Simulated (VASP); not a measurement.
Here is a VASP 6.6.1 calculation.

Contents of INCAR:

```
PREC     = Accurate       # precision mode
ENCUT    = 520            # plane-wave cutoff, eV
EDIFF    = 1E-6           # SCF threshold, eV
ISMEAR   = 0              # smearing method
SIGMA    = 0.1            # smearing width, eV
LREAL    = False          # projectors in reciprocal space
LASPH    = True           # aspherical terms in the spheres
NELM     = 100            # most SCF steps
ALGO     = Fast           # electronic algorithm
ISIF     = 2              # what is computed and relaxed
LWAVE    = False          # write WAVECAR
LCHARG   = False          # write CHGCAR
GGA      = PE             # functional
NBANDS   = 24             # bands
```

The input KPOINTS:

```
regular mesh
0
Gamma
  12 12 8
```

The input POSCAR:

```
Sc2B2Sb
1.0
    4.2802651733      0.0000000000      0.0000000000
   -2.1401325867      3.7068183750      0.0000000000
    0.0000000000      0.0000000000      5.2654953868
Sc B Sb
2 2 1
Direct
    0.6666666667      0.3333333333      0.2883711687
    0.3333333333      0.6666666667      0.7116288313
    0.6666666667      0.3333333333      0.7466089299
    0.3333333333      0.6666666667      0.2533910701
    0.0000000000      0.0000000000      0.0000000000
```

Potentials or basis: VASP PAW PBE potentials, release 64 (Sc_sv, B, Sb).

Run with:

```console
$ cat potpaw_PBE.64/Sc_sv/POTCAR potpaw_PBE.64/B/POTCAR potpaw_PBE.64/Sb/POTCAR > POTCAR
$ mpirun -np 1 vasp_std > vasp.out
```

Q: What does it give for the pressure?

A: 0.1 GPa.

Q: Predict the band gap on the k mesh.

A: Zero (an odd number of electrons rules out a gap without spin polarisation).

Q: Predict the largest force.

A: 0.004 eV/Å.

Forces in eV/Å, atoms in the order of the input:
```
Sc   0.000  0.000  0.001
Sc   0.000  0.000 -0.001
B    0.000  0.000  0.004
B    0.000  0.000 -0.004
Sb   0.000  0.000  0.000
```

Caveat: spin-orbit coupling is left out, which moves the levels of the heavy elements; an odd number of electrons without spin polarisation forces a metal; a magnetic or distorted state may lie lower.
